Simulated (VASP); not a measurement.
# Be3CdSe4 in VASP: a series of runs

The runs below take Be3CdSe4 through single point, with PBE.

All numbers are computed with VASP 6.6.1; they aren't measurements. Logs are shortened: lines on timing, memory, paths and dates and some standing lists are left out, and cuts for length are marked.

## 1. The cell of the first run

It takes space group P-43m (No. 215, cubic). Conventional cell: a = 5.469 Å, b = 5.469 Å, c = 5.469 Å, α = 90.00°, β = 90.00°, γ = 90.00°. Within 3.2 Å of Be (site symmetry -42m) lie 4 Se at 2.43 Å and 2 Cd at 2.73 Å. Within 3.3 Å of Cd (site symmetry -43m) lie 4 Se at 2.53 Å and 6 Be at 2.73 Å. Se (site symmetry 3m) has 3 Be at 2.43 Å and 1 Cd at 2.53 Å within 3.2 Å.

## 2. Single point, PBE

Contents of INCAR:

```
SYSTEM = Be3CdSe4
  PREC = Accurate
  ENCUT = 600
  EDIFF = 1E-6
  ISMEAR = 0
  SIGMA = 0.15
  LREAL = .False.
  LASPH = .True.
  NELM = 120
  ALGO = Normal
  ISIF = 2
  LWAVE = .False.
  LCHARG = .True.
  GGA = PE
  LELF = .True.
  LVHAR = .True.
  NBANDS = 31
  GGA_COMPAT = .False.
```

Contents of KPOINTS:

```
regular mesh
0
Gamma
  2 2 2
  0 0 0
```

Contents of POSCAR:

```
Be3CdSe4
1.0
    5.4686535406      0.0000000000      0.0000000000
    0.0000000000      5.4686535406      0.0000000000
    0.0000000000      0.0000000000      5.4686535406
Be Cd Se
3 1 4
Direct
    0.0000000000      0.0000000000      0.5000000000
    0.0000000000      0.5000000000      0.0000000000
    0.5000000000      0.0000000000      0.0000000000
    0.0000000000      0.0000000000      0.0000000000
    0.2669838880      0.2669838880      0.2669838880
    0.2669838880      0.7330161120      0.7330161120
    0.7330161120      0.2669838880      0.7330161120
    0.7330161120      0.7330161120      0.2669838880
```

Potentials or basis: VASP PAW PBE potentials, release 64 (Be, Cd, Se).

Run with:

```sh
> cat potpaw_PBE.64/Be/POTCAR potpaw_PBE.64/Cd/POTCAR potpaw_PBE.64/Se/POTCAR > POTCAR
> mpirun -np 1 vasp_std > vasp.out
```

OUTCAR:

```text
SYSTEM = Be3CdSe4
   PREC = Accurate
   ENCUT = 600
   EDIFF = 1E-6
   ISMEAR = 0
   LREAL = .False.
   LASPH = .True.
   NELM = 120
   ISIF = 2
   GGA = PE

 ion  position               nearest neighbor table
   1  0.000  0.000  0.500-   5 2.43   6 2.43   7 2.43   8 2.43   4 2.73   4 2.73
   2  0.000  0.500  0.000-   5 2.43   6 2.43   7 2.43   8 2.43   4 2.73   4 2.73
   3  0.500  0.000  0.000-   5 2.43   6 2.43   7 2.43   8 2.43   4 2.73   4 2.73
   4  0.000  0.000  0.000-   5 2.53   6 2.53   7 2.53   8 2.53   2 2.73   3 2.73   1 2.73   1 2.73
                             2 2.73   3 2.73
   5  0.267  0.267  0.267-   1 2.43   2 2.43   3 2.43   4 2.53
   6  0.267  0.733  0.733-   1 2.43   2 2.43   3 2.43   4 2.53
   7  0.733  0.267  0.733-   1 2.43   2 2.43   3 2.43   4 2.53
   8  0.733  0.733  0.267-   1 2.43   2 2.43   3 2.43   4 2.53

  LATTYP: Found a simple cubic cell.
 ALAT       =     5.4686535406

  Lattice vectors:

 A1 = (   5.4686535406,   0.0000000000,   0.0000000000)
 A2 = (   0.0000000000,   5.4686535406,   0.0000000000)
 A3 = (   0.0000000000,   0.0000000000,   5.4686535406)

Analysis of symmetry for initial positions (statically):
=====================================================================
 Subroutine PRICEL returns:
 Original cell was already a primitive cell.

 Routine SETGRP: Setting up the symmetry group for a
 simple cubic supercell.

 Subroutine GETGRP returns: Found 24 space group operations
 (whereof 24 operations were pure point group operations)
 out of a pool of 48 trial point group operations.

The static configuration has the point symmetry T_d .

Analysis of symmetry for dynamics (positions and initial velocities):
=====================================================================
 Subroutine PRICEL returns:
 Original cell was already a primitive cell.

 Routine SETGRP: Setting up the symmetry group for a
 simple cubic supercell.

 Subroutine GETGRP returns: Found 24 space group operations
 (whereof 24 operations were pure point group operations)
 out of a pool of 48 trial point group operations.

The dynamic configuration has the point symmetry T_d .

 Subroutine INISYM returns: Found 24 space group operations
 (whereof 24 operations are pure point group operations),
 and found     1 'primitive' translations

----------------------------------------------------------------------------------------

                                     Primitive cell

  volume of cell :     163.5465

  direct lattice vectors                    reciprocal lattice vectors
     5.468653541  0.000000000  0.000000000     0.182860368  0.000000000  0.000000000
     0.000000000  5.468653541  0.000000000     0.000000000  0.182860368  0.000000000
     0.000000000  0.000000000  5.468653541     0.000000000  0.000000000  0.182860368

  length of vectors
     5.468653541  5.468653541  5.468653541     0.182860368  0.182860368  0.182860368

  position of ions in fractional coordinates (direct lattice)
     0.000000000  0.000000000  0.500000000
     0.000000000  0.500000000  0.000000000
     0.500000000  0.000000000  0.000000000
     0.000000000  0.000000000  0.000000000
     0.266983888  0.266983888  0.266983888
     0.266983888  0.733016112  0.733016112
     0.733016112  0.266983888  0.733016112
     0.733016112  0.733016112  0.266983888

  ion indices of the primitive-cell ions
   primitive index   ion index
                 1           1
                 2           2
                 3           3
                 4           4
                 5           5
                 6           6
                 7           7
                 8           8

----------------------------------------------------------------------------------------

 KPOINTS: regular mesh

Automatic generation of k-mesh.
 Grid dimensions read from file:
 generate k-points for:    2    2    2

 Generating k-lattice:

  Cartesian coordinates                     Fractional coordinates (reciprocal lattice)
     0.091430184  0.000000000  0.000000000     0.500000000  0.000000000  0.000000000
[... 43 lines left out ...]
 non-spin polarized calculation
 Gauss-broadening in eV      SIGMA  =   0.15
  energy-cutoff  :      600.00
  volume of cell :      163.55
 maximum number of plane-waves:      5520
 NGX is ok and might be reduce to    48
   NGX = 21   NGY = 21   NGZ = 21

 number of electron      41.9999994 magnetization

 Free energy of the ion-electron system (eV)
  ---------------------------------------------------
  ext. energy  EPLUGINS =         0.00000000
  ---------------------------------------------------
  free energy    TOTEN  =       -29.03724496 eV

  energy without entropy =      -29.03724496  energy(sigma->0) =      -29.03724496

 E-fermi :   3.0594     XC(G=0):  -9.1816

 val. band max:        2.3623455841   @ k =   0.0000   0.0000   0.0000
 cond. band min:       4.8537525176   @ k =   0.0000   0.0000   0.0000
 fundamental gap:      2.4914069335
 Fermi energy:         3.0593719132

 k-point     1 :       0.0000    0.0000    0.0000
  band No.  band energies     occupation
      1     -10.8762      2.00000
      2      -9.6743      2.00000
      3      -9.6743      2.00000
      4      -9.6743      2.00000
      5      -6.2022      2.00000
      6      -6.2022      2.00000
[... 23 lines left out ...]
     30       7.1198      0.00000
     31       7.1198      0.00000

 k-point     2 :       0.5000    0.0000    0.0000
  band No.  band energies     occupation
      1     -10.3655      2.00000
      2     -10.2880      2.00000
      3      -9.6710      2.00000
      4      -9.6710      2.00000
      5      -6.1902      2.00000
      6      -6.1381      2.00000
[... 23 lines left out ...]
     30       8.5588      0.00000
     31       8.5588      0.00000

 k-point     3 :       0.5000    0.5000    0.0000
  band No.  band energies     occupation
      1     -10.0298      2.00000
      2      -9.9934      2.00000
      3      -9.9934      2.00000
      4      -9.9844      2.00000
      5      -6.1572      2.00000
      6      -6.1180      2.00000
[... 23 lines left out ...]
     30       8.5792      0.00000
     31       8.6024      0.00000

 k-point     4 :       0.5000    0.5000    0.5000
  band No.  band energies     occupation
      1      -9.9792      2.00000
      2      -9.9792      2.00000
      3      -9.9792      2.00000
      4      -9.9569      2.00000
      5      -6.1163      2.00000
      6      -6.1163      2.00000
[... 23 lines left out ...]
     30       7.8588      0.00000
     31       8.0583      0.00000

------------------------ aborting loop because EDIFF is reached ----------------------------------------

  FORCE on cell =-STRESS in cart. coord.  units (eV):
  Direction    XX          YY          ZZ          XY          YZ          ZX
  --------------------------------------------------------------------------------------
  -------------------------------------------------------------------------------------
  Total        0.2039392      0.2039392      0.2039392     -0.0000000     -0.0000000      0.0000000
  in kB        1.9978832      1.9978832      1.9978832     -0.0000000     -0.0000000      0.0000000
  external PRESSURE =       1.9978832 kB  Pullay stress =       0.0000000 kB

 VOLUME and BASIS-vectors are now :
 -----------------------------------------------------------------------------
  energy-cutoff  :      600.00
  volume of cell :      163.55
      direct lattice vectors                 reciprocal lattice vectors
     5.468653541  0.000000000  0.000000000     0.182860368  0.000000000  0.000000000
     0.000000000  5.468653541  0.000000000     0.000000000  0.182860368  0.000000000
     0.000000000  0.000000000  5.468653541     0.000000000  0.000000000  0.182860368

 POSITION                                       TOTAL-FORCE (eV/Angst)
 -----------------------------------------------------------------------------------
      0.00000      0.00000      2.73433        -0.000000      0.000000     -0.000000
      0.00000      2.73433      0.00000        -0.000000      0.000000     -0.000000
      2.73433      0.00000      0.00000        -0.000000     -0.000000     -0.000000
      0.00000      0.00000      0.00000        -0.000000     -0.000000     -0.000000
      1.46004      1.46004      1.46004         0.096680      0.096680      0.096680
      1.46004      4.00861      4.00861         0.096680     -0.096680     -0.096680
      4.00861      1.46004      4.00861        -0.096680      0.096680     -0.096680
      4.00861      4.00861      1.46004        -0.096680     -0.096680      0.096680
 -----------------------------------------------------------------------------------
    total drift:                                0.000000      0.000000      0.000000

  FREE ENERGIE OF THE ION-ELECTRON SYSTEM (eV)
  ---------------------------------------------------
  free  energy   TOTEN  =       -29.0372449622 eV

  energy  without entropy=      -29.0372449622  energy(sigma->0) =      -29.03724496
```

It took 34 s on 1 thread of Intel Xeon Platinum 8375C at 2.90GHz (Ice Lake), shared host; peak memory 0.32 GiB.

Results:

- Free energy: -29.0372 eV
- Pressure: 0.2 GPa
- Largest force: 0.167 eV/Å
- Band gap on the k mesh: 2.49 eV, direct

Forces in eV/Å, atoms in the order of the input:
```
Be   0.000  0.000  0.000
Be   0.000  0.000  0.000
Be   0.000  0.000  0.000
Cd   0.000  0.000  0.000
Se   0.097  0.097  0.097
Se   0.097 -0.097 -0.097
Se  -0.097  0.097 -0.097
Se  -0.097 -0.097  0.097
```

Levels at points of the mesh, in eV from the valence-band top:
| k point | band 18 | band 19 | band 20 | band 21 | band 22 | band 23 | band 24 | band 25 |
| --- | --- | --- | --- | --- | --- | --- | --- | --- |
| (0.00, 0.00, 0.00) | -2.32 | 0.00 | 0.00 | 0.00 | 2.49 | 2.78 | 2.78 | 2.78 |
| (0.50, 0.00, 0.00) | -1.69 | -1.69 | -0.95 | -0.95 | 3.47 | 3.83 | 4.45 | 4.67 |
| (0.50, 0.50, 0.00) | -1.19 | -0.75 | -0.75 | -0.69 | 3.95 | 4.23 | 4.23 | 4.67 |
| (0.50, 0.50, 0.50) | -0.71 | -0.57 | -0.57 | -0.57 | 3.04 | 3.21 | 3.21 | 3.21 |

Caveat: the k points lie up to 0.57 Å⁻¹ apart.

## 3. Single point, PBE

This run uses another cell than the first one, of 20.36 Å³/atom, 0.996 times its volume.

Contents of INCAR:

```
PREC     = Accurate       # precision mode
ENCUT    = 600            # plane-wave cutoff, eV
EDIFF    = 1E-6           # SCF threshold, eV
ISMEAR   = 0              # smearing method
SIGMA    = 0.15           # smearing width, eV
LREAL    = F              # projectors in reciprocal space
LASPH    = T              # aspherical terms in the spheres
NELM     = 120            # most SCF steps
ALGO     = Normal         # electronic algorithm
ISIF     = 2              # what is computed and relaxed
LWAVE    = F              # write WAVECAR
LCHARG   = F              # write CHGCAR
GGA      = PE             # functional
NBANDS   = 31             # bands
GGA_COMPAT= F
```

Contents of KPOINTS:

```
Automatic mesh
0
Gamma
  2 2 2
```

Contents of POSCAR:

```
Be3CdSe4
1.0
    5.4612447732      0.0000000000      0.0000000000
    0.0000000000      5.4612447732      0.0000000000
    0.0000000000      0.0000000000      5.4612447732
Be Cd Se
3 1 4
Direct
    0.0000000000      0.0000000000      0.5000000000
    0.0000000000      0.5000000000      0.0000000000
    0.5000000000      0.0000000000      0.0000000000
    0.5000000000      0.5000000000      0.5000000000
    0.7728851074      0.7728851074      0.2271148926
    0.7728851074      0.2271148926      0.7728851074
    0.2271148926      0.7728851074      0.7728851074
    0.2271148926      0.2271148926      0.2271148926
```

Potentials or basis: VASP PAW PBE potentials, release 64 (Be, Cd, Se).

Run with:

```sh
> cat potpaw_PBE.64/Be/POTCAR potpaw_PBE.64/Cd/POTCAR potpaw_PBE.64/Se/POTCAR > POTCAR
> mpirun -np 1 vasp_std > vasp.out
```

It took 32 s on 1 thread of Intel Xeon Platinum 8375C at 2.90GHz (Ice Lake), shared host; peak memory 0.32 GiB.

It converged, with:

| Quantity | Value |
| --- | --- |
| Free energy | -31.1223 eV |
| Pressure | -0.2 GPa |
| Largest force | 0.025 eV/Å |
| Band gap on the k mesh | 2.56 eV, direct |

Forces in eV/Å, atoms in the order of the input:
```
Be   0.000  0.000  0.000
Be   0.000  0.000  0.000
Be   0.000  0.000  0.000
Cd   0.000  0.000  0.000
Se  -0.014 -0.014  0.014
Se  -0.014  0.014 -0.014
Se   0.014 -0.014 -0.014
Se   0.014  0.014  0.014
```

Levels at points of the mesh, in eV from the valence-band top:
```csv
k point,band 17,band 18,band 19,band 20,band 21,band 22,band 23,band 24,band 25,band 26
"(0.00, 0.00, 0.00)",-2.40,-2.40,0.00,0.00,0.00,2.56,2.80,2.80,2.80,3.19
"(0.50, 0.00, 0.00)",-2.53,-1.76,-1.76,-0.84,-0.84,3.38,3.99,4.63,4.73,5.50
"(0.50, 0.50, 0.00)",-2.52,-1.86,-1.04,-0.61,-0.61,4.24,4.25,4.25,5.16,6.09
"(0.50, 0.50, 0.50)",-1.22,-1.22,-0.35,-0.35,-0.35,3.01,3.42,3.42,3.42,5.30
```

Caveat: the k points lie up to 0.58 Å⁻¹ apart. A k mesh can miss the band edges.

## 4. Single point, PBE

This run uses another cell than the first one, of 20.26 Å³/atom, 0.991 times its volume.

Contents of INCAR:

```
SYSTEM = Be3CdSe4
PREC     = Accurate       ! precision mode
ENCUT    = 600            ! plane-wave cutoff, eV
EDIFF    = 1E-6           ! SCF threshold, eV
ISMEAR   = 0              ! smearing method
SIGMA    = 0.15           ! smearing width, eV
LREAL    = .False.        ! projectors in reciprocal space
LASPH    = .True.         ! aspherical terms in the spheres
NELM     = 120            ! most SCF steps
ALGO     = Normal         ! electronic algorithm
ISIF     = 2              ! what is computed and relaxed
LWAVE    = .False.        ! write WAVECAR
LCHARG   = .True.         ! write CHGCAR
GGA      = PE             ! functional
LELF     = .True.         ! ELF
LVHAR    = .True.       
NBANDS   = 31             ! bands
GGA_COMPAT= .False.
```

Contents of KPOINTS:

```
regular mesh
0
Gamma
  2 2 2
  0 0 0
```

Contents of POSCAR:

```
Be3CdSe4
1.0
    5.4518320651      0.0000000000      0.0000000000
    0.0000000000      5.4518320651      0.0000000000
    0.0000000000      0.0000000000      5.4518320651
Be Cd Se
3 1 4
Direct
    0.5000000000      0.0000000000      0.5000000000
    0.0000000000      0.5000000000      0.5000000000
    0.5000000000      0.5000000000      0.0000000000
    0.0000000000      0.0000000000      0.0000000000
    0.7274372465      0.7274372465      0.2725627535
    0.2725627535      0.2725627535      0.2725627535
    0.7274372465      0.2725627535      0.7274372465
    0.2725627535      0.7274372465      0.7274372465
```

Run with:

```sh
> cat potpaw_PBE.64/Be/POTCAR potpaw_PBE.64/Cd/POTCAR potpaw_PBE.64/Se/POTCAR > POTCAR
> mpirun -np 1 vasp_std > vasp.out
```

Run time: 35 s. Hardware: 1 thread of Intel Xeon Platinum 8375C at 2.90GHz (Ice Lake), shared host; peak memory 0.32 GiB.

It converged, with:

```yaml
Free_energy: -31.1221 eV
Pressure: 0.2 GPa
Largest_force: 0.028 eV/Å
Band_gap_on_the_k_mesh: 2.59 eV, direct
```

Forces on the atoms (eV/Å):
```
Be   0.000  0.000  0.000
Be   0.000  0.000  0.000
Be   0.000  0.000  0.000
Cd   0.000  0.000  0.000
Se  -0.016 -0.016  0.016
Se   0.016  0.016  0.016
Se  -0.016  0.016 -0.016
Se   0.016 -0.016 -0.016
```

Levels at points of the mesh, in eV from the valence-band top:
```tsv
k point	band 18	band 19	band 20	band 21	band 22	band 23	band 24	band 25
(0.00, 0.00, 0.00)	-2.41	0.00	0.00	0.00	2.59	2.79	2.79	2.79
(0.50, 0.00, 0.00)	-1.77	-1.77	-0.85	-0.85	3.38	4.00	4.64	4.76
(0.50, 0.50, 0.00)	-1.87	-1.05	-0.61	-0.61	4.26	4.26	4.27	5.17
(0.50, 0.50, 0.50)	-1.23	-0.36	-0.36	-0.36	3.04	3.43	3.43	3.43
```

Caveat: the k points lie up to 0.58 Å⁻¹ apart. Expect the measured gap to be larger: semilocal functionals such as PBE lack the derivative discontinuity.

## 5. Single point, PBE

This run uses another cell than the first one, of 20.07 Å³/atom, 0.982 times its volume.

Contents of INCAR:

```
SYSTEM = Be3CdSe4
  PREC = Accurate
  ENCUT = 600
  EDIFF = 1E-6
  ISMEAR = 0
  SIGMA = 0.15
  LREAL = .False.
  LASPH = .True.
  NELM = 120
  ALGO = Normal
  ISIF = 2
  LWAVE = .False.
  LCHARG = .True.
  GGA = PE
  LELF = .True.
  LVHAR = .True.
  NBANDS = 31
  GGA_COMPAT = .False.
```

Contents of KPOINTS:

```
regular mesh
0
Gamma
  3 3 3
  0 0 0
```

Contents of POSCAR:

```
Be3CdSe4
1.0
    3.8363429956      2.2149136612      3.1493088700
   -3.8363429956      2.2149136612      3.1493088700
    0.0000000000     -4.4298273224      3.1493088700
Be Cd Se
3 1 4
Direct
    0.5003071208      0.9996916664      0.0001626423
    0.9996916664      0.0001626423      0.5003071208
    0.0001626423      0.5003071208      0.9996916664
    0.4986537758      0.4986537758      0.4986537758
    0.2270709910      0.2270709910      0.2270709910
    0.7725785045      0.2283010265      0.7732342627
    0.2283010265      0.7732342627      0.7725785045
    0.7732342627      0.7725785045      0.2283010265
```

Run with:

```sh
> cat potpaw_PBE.64/Be/POTCAR potpaw_PBE.64/Cd/POTCAR potpaw_PBE.64/Se/POTCAR > POTCAR
> mpirun -np 1 vasp_std > vasp.out
```

It took 49 s on 1 thread of Intel Xeon Platinum 8375C at 2.90GHz (Ice Lake), shared host; peak memory 0.32 GiB.

The run converged. Its results:

```
Free energy            : -31.3238 eV
Pressure               : 0.6 GPa
Largest force          : 0.038 eV/Å
Band gap on the k mesh : 2.63 eV, direct
```

Forces on the atoms (eV/Å):
```
Be   0.007  0.005  0.006
Be   0.001 -0.008  0.006
Be  -0.008  0.003  0.006
Cd   0.000  0.000  0.004
Se   0.000  0.000 -0.029
Se   0.037 -0.007  0.002
Se  -0.025 -0.029  0.002
Se  -0.012  0.036  0.002
```

Stress tensor (GPa, compression positive):
```
0.74 0.00 0.00
0.00 0.74 0.00
0.00 0.00 0.33
```

Levels at points of the mesh, in eV from the valence-band top:
```csv
k point,band 19,band 20,band 21,band 22,band 23,band 24
"(0.00, 0.00, 0.00)",-0.03,0.00,0.00,2.63,2.77,2.77
```

A k mesh can miss the band edges. As with any semilocal functional, this PBE gap is likely too small.

## 6. The runs side by side

```tsv
cell	k mesh	gap on the mesh (eV)	pressure (GPa)	largest force (eV/Å)
a = 5.469 Å, 8 atoms	2 × 2 × 2	2.49	0.2	0.17
a = 5.461 Å, 8 atoms	2 × 2 × 2	2.56	-0.2	0.02
a = 5.452 Å, 8 atoms	2 × 2 × 2	2.59	0.2	0.03
a = 5.435 Å, angles 89.8°, 8 atoms	3 × 3 × 3	2.63	0.6	0.04
```

Alike in all rows: task single point; level PBE; potentials or basis VASP PAW PBE potentials, release 64 (Be, Cd, Se); no spin polarisation; cutoff (eV) 600; smearing gaussian 0.15 eV.

Caveats: some runs use coarse meshes.

Absolute energies hang on the potentials; compare differences alone.
